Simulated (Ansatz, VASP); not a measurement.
# One calculation of Br, two programs

```
Br
1.0
     2.13311   -1.23155    3.76850
     0.00000    2.46311    3.76850
    -2.13311   -1.23155    3.76850
Br
2
Cartesian
  0.0000 0.0000 2.6229
  0.0000 0.0000 -2.6229
```

Alike in both runs: task relaxation of cell and atoms; functional PBE; k mesh 12 × 12 × 12; occupations fermi-dirac, width 0.05 eV; no spin polarisation.

|  | VASP | Ansatz |
| --- | --- | --- |
| version | VASP 6.6.1 | Ansatz 0.2.0 |
| potentials or method | VASP PAW PBE potentials, release 64 (Br) | PAW with Ansatz's default frozen-core files, scalar-relativistic |
| plane-wave cutoff (eV) | 600 | 420 |
| valence electrons in the cell | 14 | 14 |

Ansatz gave:

| Property | Result |
| --- | --- |
| relaxed volume (Å³/atom) | 29.78 |
| relaxed length of the cell vector where the two differ most in proportion (Å) | 4.386 |

Q: What did VASP give for the same quantities?

A: Relaxed volume (Å³/atom): 29.80; relaxed length of the cell vector where the two differ most in proportion (Å): 4.385.
